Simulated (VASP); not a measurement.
# TaAl3Cd (Pm-3m) in VASP: a series of runs

Runs on TaAl3Cd. Level: r2SCAN. Tasks: single point, relaxation of cell and atoms.

All numbers are computed with VASP 6.6.1; they aren't measurements. Logs are shortened: lines on timing, memory, paths and dates and some standing lists are left out, and cuts for length are marked.

### 1 The cell of the first run

It takes space group Pm-3m (No. 221, cubic). The conventional cell has a = 4.773 Å, b = 4.773 Å, c = 4.773 Å, α = 90.00°, β = 90.00°, γ = 90.00°. Within 4.4 Å of Ta (site symmetry m-3m) lie 12 Al at 3.37 Å and 8 Cd at 4.13 Å. Al (site symmetry 4/mmm) has 2 Cd at 2.39 Å within 3.2 Å. Cd (site symmetry m-3m) has 6 Al at 2.39 Å within 3.2 Å.

### 2 Single point, r2SCAN

The input, POSCAR:

```
TaAl3Cd
1.0
    4.7727846334      0.0000000000      0.0000000000
    0.0000000000      4.7727846334      0.0000000000
    0.0000000000      0.0000000000      4.7727846334
Ta Al Cd
1 3 1
Direct
    0.0000000000      0.0000000000      0.0000000000
    0.0000000000      0.5000000000      0.5000000000
    0.5000000000      0.0000000000      0.5000000000
    0.5000000000      0.5000000000      0.0000000000
    0.5000000000      0.5000000000      0.5000000000
```

The input, INCAR.step1:

```
SYSTEM = TaAl3Cd
PREC     = Accurate       ! precision mode
ENCUT    = 520            ! plane-wave cutoff, eV
ISMEAR   = 0              ! smearing method
SIGMA    = 0.1            ! smearing width, eV
LREAL    = .False.        ! projectors in reciprocal space
LASPH    = .True.         ! aspherical terms in the spheres
NELM     = 80             ! most SCF steps
NBANDS   = 24             ! bands
GGA      = PE             ! functional
ALGO     = Normal         ! electronic algorithm
EDIFF    = 1E-4           ! SCF threshold, eV
LWAVE    = .True.         ! write WAVECAR
LCHARG   = .False.        ! write CHGCAR
```

The input, INCAR.step2:

```
SYSTEM = TaAl3Cd
PREC     = Accurate       ! precision mode
ENCUT    = 520            ! plane-wave cutoff, eV
EDIFF    = 1E-6           ! SCF threshold, eV
ISMEAR   = 0              ! smearing method
SIGMA    = 0.1            ! smearing width, eV
LREAL    = .False.        ! projectors in reciprocal space
LASPH    = .True.         ! aspherical terms in the spheres
NELM     = 80             ! most SCF steps
ALGO     = Normal         ! electronic algorithm
ISIF     = 2              ! what is computed and relaxed
LWAVE    = .False.        ! write WAVECAR
LCHARG   = .False.        ! write CHGCAR
METAGGA  = R2SCAN         ! meta-GGA
LMIXTAU  = .True.       
NBANDS   = 24             ! bands
ISTART   = 1
```

The input, KPOINTS:

```
regular mesh
0
Gamma
  4 4 4
  0 0 0
```

Potentials or basis: VASP PAW PBE potentials, release 64 (Ta_pv, Al, Cd).

Run with:

```bash
$ cat potpaw_PBE.64/Ta_pv/POTCAR potpaw_PBE.64/Al/POTCAR potpaw_PBE.64/Cd/POTCAR > POTCAR
$ cp INCAR.step1 INCAR
$ mpirun -np 1 vasp_std > vasp.out
$ cp INCAR.step2 INCAR
$ mpirun -np 1 vasp_std > vasp.out
```

OUTCAR:

```text
SYSTEM = TaAl3Cd
   PREC = Accurate
   ENCUT = 520
   EDIFF = 1E-6
   ISMEAR = 0
   LREAL = .False.
   LASPH = .True.
   NELM = 80
   ISIF = 2
   METAGGA = R2SCAN
   ISTART = 1

 ion  position               nearest neighbor table
   1  0.000  0.000  0.000-   2 3.37   3 3.37   4 3.37   2 3.37   3 3.37   2 3.37   4 3.37   2 3.37
                             3 3.37   4 3.37   3 3.37   4 3.37
   2  0.000  0.500  0.500-   5 2.39   5 2.39   1 3.37   1 3.37   1 3.37   1 3.37
   3  0.500  0.000  0.500-   5 2.39   5 2.39   1 3.37   1 3.37   1 3.37   1 3.37
   4  0.500  0.500  0.000-   5 2.39   5 2.39   1 3.37   1 3.37   1 3.37   1 3.37
   5  0.500  0.500  0.500-   2 2.39   3 2.39   4 2.39   4 2.39   3 2.39   2 2.39

  LATTYP: Found a simple cubic cell.
 ALAT       =     4.7727846334

  Lattice vectors:

 A1 = (   4.7727846334,   0.0000000000,   0.0000000000)
 A2 = (   0.0000000000,   4.7727846334,   0.0000000000)
 A3 = (   0.0000000000,   0.0000000000,   4.7727846334)

Analysis of symmetry for initial positions (statically):
=====================================================================
 Subroutine PRICEL returns:
 Original cell was already a primitive cell.

 Routine SETGRP: Setting up the symmetry group for a
 simple cubic supercell.

 Subroutine GETGRP returns: Found 48 space group operations
 (whereof 48 operations were pure point group operations)
 out of a pool of 48 trial point group operations.

The static configuration has the point symmetry O_h .

Analysis of symmetry for dynamics (positions and initial velocities):
=====================================================================
 Subroutine PRICEL returns:
 Original cell was already a primitive cell.

 Routine SETGRP: Setting up the symmetry group for a
 simple cubic supercell.

 Subroutine GETGRP returns: Found 48 space group operations
 (whereof 48 operations were pure point group operations)
 out of a pool of 48 trial point group operations.

The dynamic configuration has the point symmetry O_h .

 Subroutine INISYM returns: Found 48 space group operations
 (whereof 48 operations are pure point group operations),
 and found     1 'primitive' translations

----------------------------------------------------------------------------------------

                                     Primitive cell

  volume of cell :     108.7215

  direct lattice vectors                    reciprocal lattice vectors
     4.772784633  0.000000000  0.000000000     0.209521291  0.000000000  0.000000000
     0.000000000  4.772784633  0.000000000     0.000000000  0.209521291  0.000000000
     0.000000000  0.000000000  4.772784633     0.000000000  0.000000000  0.209521291

  length of vectors
     4.772784633  4.772784633  4.772784633     0.209521291  0.209521291  0.209521291

  position of ions in fractional coordinates (direct lattice)
     0.000000000  0.000000000  0.000000000
     0.000000000  0.500000000  0.500000000
     0.500000000  0.000000000  0.500000000
     0.500000000  0.500000000  0.000000000
     0.500000000  0.500000000  0.500000000

  ion indices of the primitive-cell ions
   primitive index   ion index
                 1           1
                 2           2
                 3           3
                 4           4
                 5           5

----------------------------------------------------------------------------------------

 KPOINTS: regular mesh

Automatic generation of k-mesh.
 Grid dimensions read from file:
 generate k-points for:    4    4    4

 Generating k-lattice:

  Cartesian coordinates                     Fractional coordinates (reciprocal lattice)
     0.052380323  0.000000000  0.000000000     0.250000000  0.000000000  0.000000000
     0.000000000  0.052380323  0.000000000     0.000000000  0.250000000  0.000000000
     0.000000000  0.000000000  0.052380323     0.000000000  0.000000000  0.250000000

  Length of vectors
     0.052380323  0.052380323  0.052380323

  Shift w.r.t. Gamma in fractional coordinates (k-lattice)
     0.000000000  0.000000000  0.000000000

 Subroutine IBZKPT returns following result:
 ===========================================

 Found     10 irreducible k-points:

 Following reciprocal coordinates:
            Coordinates               Weight
  0.000000  0.000000  0.000000      1.000000
  0.250000  0.000000  0.000000      6.000000
  0.500000  0.000000  0.000000      3.000000
  0.250000  0.250000  0.000000     12.000000
  0.500000  0.250000  0.000000     12.000000
  0.500000  0.500000  0.000000      3.000000
  0.250000  0.250000  0.250000      8.000000
  0.500000  0.250000  0.250000     12.000000
  0.500000  0.500000  0.250000      6.000000
  0.500000  0.500000  0.500000      1.000000
   k-points           NKPTS =     10   k-points in BZ     NKDIM =     10   number of bands    NBANDS=     24
   number of dos      NEDOS =    301   number of ions     NIONS =      5
   total plane-waves  NPLWV =  46656
   dimension x,y,z NGX =    36 NGY =   36 NGZ =   36
   dimension x,y,z NGXF=    72 NGYF=   72 NGZF=   72
   ions per type =               1   3   1
   NGX,Y,Z   is equivalent  to a cutoff of  12.54, 12.54, 12.54 a.u.
   NGXF,Y,Z  is equivalent  to a cutoff of  25.08, 25.08, 25.08 a.u.
 SYSTEM =  TaAl3Cd
   PREC   = accura    normal or accurate (medium, high low for compatibility)
   ISTART =      1    job   : 0-new  1-cont  2-samecut
   ICHARG =      0    charge: 1-file 2-atom 10-const
   ISPIN  =      1    spin polarized calculation?
   LNONCOLLINEAR =      F non collinear calculations
   LSORBIT =      F    spin-orbit coupling
   LASPH  =      T    aspherical Exc in radial PAW
   ENCUT  =  520.0 eV  38.22 Ry    6.18 a.u.   8.87  8.87  8.87*2*pi/ulx,y,z
   NELM   =     80;   NELMIN=  2; NELMDL=  0     # of ELM steps
   EDIFF  = 0.1E-05   stopping-criterion for ELM
   LREAL  =      F    real-space projection
   EDIFFG = 0.1E-04   stopping-criterion for IOM
   NSW    =      0    number of steps for IOM
   IBRION =     -1    ionic relax: 0-MD 1-quasi-New 2-CG
   NFREE  =      0    steps in history (QN), initial steepest desc. (CG)
   ISIF   =      2    stress and relaxation
   ISYM   =      2    0-nonsym 1-usesym 2-fastsym
   POTIM  = 0.5000    time-step for ionic-motion
   TEBEG  =    0.0;   TEEND  =   0.0 temperature during run
   PSTRESS=    0.0 pullay stress
   NELECT =      32.0000    total number of electrons
   NUPDOWN=      -1.0000    fix difference up-down
   EMIN   =  10.00;   EMAX   =-10.00  energy-range for DOS
   EFERMI =   0.00;   METHOD = LEGACY
   ISMEAR =     0;   SIGMA  =   0.10  broadening in eV -4-tet -1-fermi 0-gaus
   EFERMI_NEDOS =   21; number of points for ismear=-14 and -15
   IALGO  =     38    algorithm
   IMIX   =      4    mixing-type and parameters
     AMIX     =   0.40;   BMIX     =  1.00
     AMIX_MAG =   1.60;   BMIX_MAG =  1.00
  volume/ion in A,a.u.               =      21.74       146.74
  Fermi-wavevector in a.u.,A,eV,Ry     =   1.088979  2.057873 16.134823  1.185876
  Thomas-Fermi vector in A             =   2.225173
   LORBIT       =      0    0 simple, 1 ext, 2 COOP (PROOUT), +10 PAW based schemes
   METAGGA = R2SCAN    functional components
   LHFCALC =     F    Hartree Fock is set to
   AEXX    =    0.0000 exact exchange contribution
   IVDW    =     0    specifies the selected vdW correction
   LEPSILON=     F    determine dielectric tensor
   LRPA    =     F    only Hartree local field effects (RPA)
 non-spin polarized calculation
 Gauss-broadening in eV      SIGMA  =   0.10
  energy-cutoff  :      520.00
  volume of cell :      108.72
 maximum number of plane-waves:      3016
 NGX is ok and might be reduce to    36
   NGX = 17   NGY = 17   NGZ = 17

 number of electron      32.0000002 magnetization

 Free energy of the ion-electron system (eV)
  ---------------------------------------------------
  ext. energy  EPLUGINS =         0.00000000
  ---------------------------------------------------
  free energy    TOTEN  =       -81.46205726 eV

  energy without entropy =      -81.42595267  energy(sigma->0) =      -81.44400496

 E-fermi :   4.9908     XC(G=0): -10.8231

 val. band max:        4.9771490363   @ k =   0.2500   0.0000   0.0000
 cond. band min:       5.0091882514   @ k =   0.5000   0.2500   0.2500
 fundamental gap:      0.0320392151
 Fermi energy:         4.9907772114

 k-point     1 :       0.0000    0.0000    0.0000
  band No.  band energies     occupation
      1     -31.7963      2.00000
      2     -31.7963      2.00000
      3     -31.7963      2.00000
      4      -6.8193      2.00000
      5      -6.8193      2.00000
      6      -6.1476      2.00000
[... 16 lines left out ...]
     23       8.1082      0.00000
     24       8.7313      0.00000

 k-point     2 :       0.2500    0.0000    0.0000
  band No.  band energies     occupation
      1     -31.7974      2.00000
      2     -31.7962      2.00000
      3     -31.7962      2.00000
      4      -6.8142      2.00000
      5      -6.7650      2.00000
      6      -6.1608      2.00000
[... 16 lines left out ...]
     23       7.8360      0.00000
     24       9.1297      0.00000

 k-point     3 :       0.5000    0.0000    0.0000
  band No.  band energies     occupation
      1     -31.7985      2.00000
      2     -31.7961      2.00000
      3     -31.7961      2.00000
      4      -6.8090      2.00000
      5      -6.7161      2.00000
      6      -6.1738      2.00000
[... 16 lines left out ...]
     23       9.6355      0.00000
     24      10.5820      0.00000
[... 136 lines left out ...]
 k-point     9 :       0.5000    0.5000    0.2500
  band No.  band energies     occupation
      1     -31.7982      2.00000
      2     -31.7982      2.00000
      3     -31.7970      2.00000
      4      -6.6891      2.00000
      5      -6.6150      2.00000
      6      -6.2193      2.00000
[... 16 lines left out ...]
     23      10.2404      0.00000
     24      10.2404      0.00000

 k-point    10 :       0.5000    0.5000    0.5000
  band No.  band energies     occupation
      1     -31.7981      2.00000
      2     -31.7981      2.00000
      3     -31.7981      2.00000
      4      -6.6139      2.00000
      5      -6.6139      2.00000
      6      -6.2114      2.00000
[... 16 lines left out ...]
     23      12.0123      0.00000
     24      12.0123      0.00000

------------------------ aborting loop because EDIFF is reached ----------------------------------------

  FORCE on cell =-STRESS in cart. coord.  units (eV):
  Direction    XX          YY          ZZ          XY          YZ          ZX
  --------------------------------------------------------------------------------------
  -------------------------------------------------------------------------------------
  Total        0.0736609      0.0736609      0.0736609     -0.0000000     -0.0000000      0.0000000
  in kB        1.0855056      1.0855056      1.0855056     -0.0000000     -0.0000000      0.0000000
  external PRESSURE =       1.0855056 kB  Pullay stress =       0.0000000 kB

 VOLUME and BASIS-vectors are now :
 -----------------------------------------------------------------------------
  energy-cutoff  :      520.00
  volume of cell :      108.72
      direct lattice vectors                 reciprocal lattice vectors
     4.772784633  0.000000000  0.000000000     0.209521291  0.000000000  0.000000000
     0.000000000  4.772784633  0.000000000     0.000000000  0.209521291  0.000000000
     0.000000000  0.000000000  4.772784633     0.000000000  0.000000000  0.209521291

 POSITION                                       TOTAL-FORCE (eV/Angst)
 -----------------------------------------------------------------------------------
      0.00000      0.00000      0.00000         0.000000      0.000000      0.000000
      0.00000      2.38639      2.38639         0.000000      0.000000      0.000000
      2.38639      0.00000      2.38639         0.000000      0.000000      0.000000
      2.38639      2.38639      0.00000         0.000000      0.000000      0.000000
      2.38639      2.38639      2.38639         0.000000      0.000000      0.000000
 -----------------------------------------------------------------------------------
    total drift:                                0.000000      0.000000      0.000000

  FREE ENERGIE OF THE ION-ELECTRON SYSTEM (eV)
  ---------------------------------------------------
  free  energy   TOTEN  =       -81.4620572592 eV

  energy  without entropy=      -81.4259526664  energy(sigma->0) =      -81.44400496
```

Wall time 63 s (1 thread of Intel Xeon Platinum 8559C (Emerald Rapids), shared host); peak memory 0.22 GiB.

Results:

```yaml
Free_energy: -81.4621 eV
Pressure: 0.1 GPa
Band_gap_on_the_k_mesh: zero (band 16 reaches 5.01 eV, above the bottom of band 17 at 4.93 eV)
```

Levels at points of the mesh, in eV from the Fermi level:
```tsv
k point	band 14	band 15	band 16	band 17	band 18	band 19
(0.00, 0.00, 0.00)	-2.84	-2.02	-0.06	-0.06	-0.06	1.97
(0.50, 0.00, 0.00)	-0.98	-0.44	-0.23	0.04	0.38	0.38
(0.50, 0.50, 0.00)	-1.22	-1.22	-0.86	0.18	0.73	1.23
(0.50, 0.50, 0.50)	-2.64	-2.64	-1.71	0.85	0.85	1.26
```

Caveat: the PAW data sets were made with another functional, which shifts forces and pressure a little; spin-orbit coupling is left out, which moves the levels of the heavy elements.

### 3 Single point, r2SCAN

POSCAR is that of step 2.

The input, INCAR.step1:

```
  PREC = Accurate
  ENCUT = 520
  ISMEAR = 0
  SIGMA = 0.1
  LREAL = False
  LASPH = True
  NELM = 80
  NBANDS = 24
  GGA = PE
  ALGO = Normal
  EDIFF = 1E-4
  LWAVE = True
  LCHARG = False
```

The input, INCAR.step2:

```
  PREC = Accurate
  ENCUT = 520
  EDIFF = 1E-6
  ISMEAR = 0
  SIGMA = 0.1
  LREAL = False
  LASPH = True
  NELM = 80
  ALGO = Normal
  ISIF = 2
  LWAVE = False
  LCHARG = False
  METAGGA = R2SCAN
  LMIXTAU = True
  NBANDS = 24
  ISTART = 1
```

The input, KPOINTS:

```
regular mesh
0
Gamma
  8 8 8
```

Potentials or basis: VASP PAW PBE potentials, release 64 (Ta_pv, Al, Cd).

Run with:

```bash
$ cat potpaw_PBE.64/Ta_pv/POTCAR potpaw_PBE.64/Al/POTCAR potpaw_PBE.64/Cd/POTCAR > POTCAR
$ cp INCAR.step1 INCAR
$ mpirun -np 1 vasp_std > vasp.out
$ cp INCAR.step2 INCAR
$ mpirun -np 1 vasp_std > vasp.out
```

It took 2.3 min on 1 thread of Intel Xeon Platinum 8559C (Emerald Rapids), shared host; peak memory 0.28 GiB.

The run converged. Its results:

| Quantity | Value |
| --- | --- |
| Free energy | -81.4305 eV |
| Pressure | 0.1 GPa |
| Band gap on the k mesh | zero (band 16 reaches 5.11 eV, above the bottom of band 17 at 4.67 eV) |

Levels at points of the mesh, in eV from the Fermi level:
```csv
k point,band 13,band 14,band 15,band 16,band 17,band 18,band 19,band 20
"(0.00, 0.00, 0.00)",-2.78,-2.78,-1.96,-0.02,-0.02,-0.02,2.02,2.02
"(0.50, 0.00, 0.00)",-1.72,-0.92,-0.38,-0.18,0.08,0.44,0.44,0.92
"(0.50, 0.50, 0.00)",-1.77,-1.17,-1.17,-0.81,0.23,0.78,1.29,1.29
"(0.50, 0.50, 0.50)",-2.58,-2.58,-2.58,-1.67,0.89,0.89,1.30,1.30
```

Caveat: the PAW data sets were made with another functional, which shifts forces and pressure a little; spin-orbit coupling is left out, which moves the levels of the heavy elements.

(Part 1 of 2 ends here.)
